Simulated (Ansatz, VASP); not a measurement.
**Two plane-wave programs on Be**

POSCAR

```
Be
1.0
   -1.4136124988      1.4136124988      1.3222337796
    1.4136124988     -1.4136124988      1.3222337796
    1.4136124988      1.4136124988     -1.3222337796
Be
1
Direct
    0.0000000000      0.0000000000      0.0000000000
```

The input INCAR.step1:

```
SYSTEM = Be
PREC = Accurate ; ENCUT = 660
ISMEAR = 0 ; SIGMA = 0.1
LREAL = .False. ; LASPH = .True.
NELM = 120 ; GGA = PE
ALGO = Normal ; EDIFF = 1E-5
LWAVE = .True. ; LCHARG = .False.
GGA_COMPAT = .False. ; IBRION = 2
ISIF = 3 ; EDIFFG = -0.005
NELMIN = 4 ; NSW = 100
```

The input INCAR.step2:

```
SYSTEM = Be
PREC = Accurate ; ENCUT = 660
EDIFF = 1E-7 ; ISMEAR = 0
SIGMA = 0.1 ; LREAL = .False.
LASPH = .True. ; NELM = 120
ALGO = Normal ; ISIF = 3
LWAVE = .False. ; LCHARG = .False.
METAGGA = R2SCAN ; LMIXTAU = .True.
IBRION = 2 ; NSW = 80
EDIFFG = -0.05 ; ISTART = 1
GGA_COMPAT = .False. ; NELMIN = 4
```

File KPOINTS:

```
regular mesh
0
Gamma
  10 10 10
  0 0 0
```

Input for Ansatz:

```yaml
crystal:
  lattice:
    - [-1.4136124988, 1.4136124988, 1.3222337796]
    - [1.4136124988, -1.4136124988, 1.3222337796]
    - [1.4136124988, 1.4136124988, -1.3222337796]
  atoms:
    - { symbol: Be, position: [0.0, 0.0, 0.0] }
basis:
  ecutwfc: 500
kpoints:
  mp_grid: { grid: [10, 10, 10] }
hamiltonian:
  xc: r2scan
scf:
  occupations: { method: gaussian, width: 0.1 }
output:
  forces: true
  stress: true
  eigenvalues: true
relax:
  adjacent_minimum: "off"
  f_tol: 0.05
  max_steps: 60
  cell: { stress_tol: 0.5 }
```

Alike in both runs: task relaxation of cell and atoms; functional r2SCAN; k mesh 10 × 10 × 10; occupations gaussian, width 0.1 eV; no spin polarisation.

```csv
,VASP,Ansatz
version,VASP 6.6.1,Ansatz 0.2.0
potentials or method,"VASP PAW PBE potentials, release 64 (Be), cutoff 660 eV","scalar-relativistic, plane waves, PAW"
valence electrons in the cell,2,2
```

Ansatz gave:

| Item | Value |
| --- | --- |
| gap on the k mesh at the Fermi level, each at its own relaxed structure (eV) | none |
| relaxed volume (Å³/atom) | 7.92 |
| relaxed length of the cell vector where the two differ most in proportion (Å) | 2.179 |

Problem. What did VASP give for the same quantities?

Solution. gap on the k mesh at the Fermi level, each at its own relaxed structure (eV): none; relaxed volume (Å³/atom): 7.93; relaxed length of the cell vector where the two differ most in proportion (Å): 2.180.

VASP's potentials were made for PBE, not for r2SCAN. A gap of «none» marks a metal or a gap that the smearing closes.

Noted on VASP's run: the volume moved by over 15 % at a fixed basis, so the end points are rough.
